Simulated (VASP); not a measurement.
Write the native input for VASP 6.6.1 that does the following.

| Property | Result |
| --- | --- |
| Task | single point |
| Functional | PBE |
| Potentials or basis | VASP PAW PBE potentials, release 64 (Zn, Se) |
| Cutoff | 520 eV |
| k mesh | 10 × 10 × 6 |
| Occupations | fermi-dirac, width 0.08 eV |
| Spin | no spin polarisation |
| Dipole correction | no |
| Further INCAR settings | ALGO = Normal; EDIFF = 1e-06; NBANDS = 26 |

The structure of ZnSe (NiAs type) lies in POSCAR:

```
ZnSe
1.0
    3.8191490788      0.0000000000      0.0000000000
   -1.9095745394      3.3074801231      0.0000000000
    0.0000000000      0.0000000000      6.1800139060
Zn Se
2 2
Direct
    0.0000000000      0.0000000000      0.0000000000
    0.0000000000      0.0000000000      0.5000000000
    0.3333333333      0.6666666667      0.2500000000
    0.6666666667      0.3333333333      0.7500000000
```

The input as run:

INCAR

```
SYSTEM = ZnSe
PREC     = Accurate       ! precision mode
ENCUT    = 520            ! plane-wave cutoff, eV
EDIFF    = 1E-6           ! SCF threshold, eV
ISMEAR   = -1             ! smearing method
SIGMA    = 0.08           ! smearing width, eV
LREAL    = .False.        ! projectors in reciprocal space
LASPH    = .True.         ! aspherical terms in the spheres
NELM     = 100            ! most SCF steps
ALGO     = Normal         ! electronic algorithm
ISIF     = 2              ! what is computed and relaxed
LWAVE    = .False.        ! write WAVECAR
LCHARG   = .True.         ! write CHGCAR
GGA      = PE             ! functional
LELF     = .True.         ! ELF
LVHAR    = .True.       
NBANDS   = 26             ! bands
```

KPOINTS

```
regular mesh
0
Gamma
  10 10 6
  0 0 0
```

Potentials or basis: VASP PAW PBE potentials, release 64 (Zn, Se).

The run is started by

```sh
$ cat potpaw_PBE.64/Zn/POTCAR potpaw_PBE.64/Se/POTCAR > POTCAR
$ mpirun -np 1 vasp_std > vasp.out
```

Results of the run:

```json
{
 "Pressure": "0.2 GPa",
 "Band gap on the k mesh": "zero (band 18 reaches 3.05 eV, above the bottom of band 19 at 2.82 eV)"
}
```

It took 58 s on 1 thread of AMD EPYC 9R45 96-Core Processor (Zen 5) (shared host), peak memory 0.22 GiB.
